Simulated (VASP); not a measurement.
Input of a VASP 6.6.1 run:

The input INCAR:

```
SYSTEM = Hf
PREC = Accurate ; ENCUT = 520
EDIFF = 1E-6 ; ISMEAR = 0
SIGMA = 0.15 ; LREAL = .FALSE.
LASPH = .TRUE. ; NELM = 60
ALGO = Fast ; ISIF = 2
LWAVE = .FALSE. ; LCHARG = .TRUE.
GGA = PS ; LELF = .TRUE.
LVHAR = .TRUE. ; NBANDS = 11
```

File KPOINTS:

```
Automatic mesh
0
G
  18 18 18
  0 0 0
```

Contents of POSCAR:

```
Hf
1.0
   -1.8050000000      1.8050000000      1.6245000000
    1.8050000000     -1.8050000000      1.6245000000
    1.8050000000      1.8050000000     -1.6245000000
Hf
1
Direct
    0.0000000000      0.0000000000      0.0000000000
```

Potentials or basis: VASP PAW PBE potentials, release 64 (Hf_pv).

The run is started by

```bash
$ cat potpaw_PBE.64/Hf_pv/POTCAR > POTCAR
$ mpirun -np 1 vasp_std > vasp.out
```

(1) Predict the pressure.

(2) What does it give for the band gap on the k mesh?

## Answers

(1) 0.6 GPa.

(2) zero (bands 5 and 6 overlap by 1.96 eV).

Caveat: the cell differs from its parent crystal (strain -0.1000 x Voigt [0, 0, 1, 0, 0, 0]); the PAW data sets were made with another functional, which shifts forces and pressure a little; spin-orbit coupling is left out, which moves the levels of the heavy elements.
